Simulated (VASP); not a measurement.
Input of a VASP 6.6.1 run:

The input INCAR:

```
SYSTEM = Ti3Al
PREC = Accurate
ENCUT = 520
EDIFF = 1E-6
ISMEAR = 0
SIGMA = 0.1
LREAL = .False.
LASPH = .True.
NELM = 100
ALGO = Fast
ISIF = 2
LWAVE = .False.
LCHARG = .False.
GGA = PE
NBANDS = 28
```

File KPOINTS:

```
regular mesh
0
Gamma
  18 18 6
  0 0 0
```

The input POSCAR:

```
Ti3Al
1.0
    2.8130167711      0.0000000000      0.0000000000
   -1.4065083855      2.4361439851      0.0000000000
    0.0000000000      0.0000000000      9.6957992986
Ti Al
3 1
Direct
    0.6666666700      0.3333333300      0.0000000000
    0.3333333300      0.6666666700      0.7459956104
    0.3333333300      0.6666666700      0.2540043896
    0.6666666700      0.3333333300      0.5000000000
```

Potentials or basis: VASP PAW PBE potentials, release 64 (Ti_sv, Al).

Run with:

```console
$ cat potpaw_PBE.64/Ti_sv/POTCAR potpaw_PBE.64/Al/POTCAR > POTCAR
$ mpirun -np 1 vasp_std > vasp.out
```

(1) What does it give for the pressure?

Results:

(1) 3.2 GPa.

Caveat: the cell differs from its parent crystal (strained).
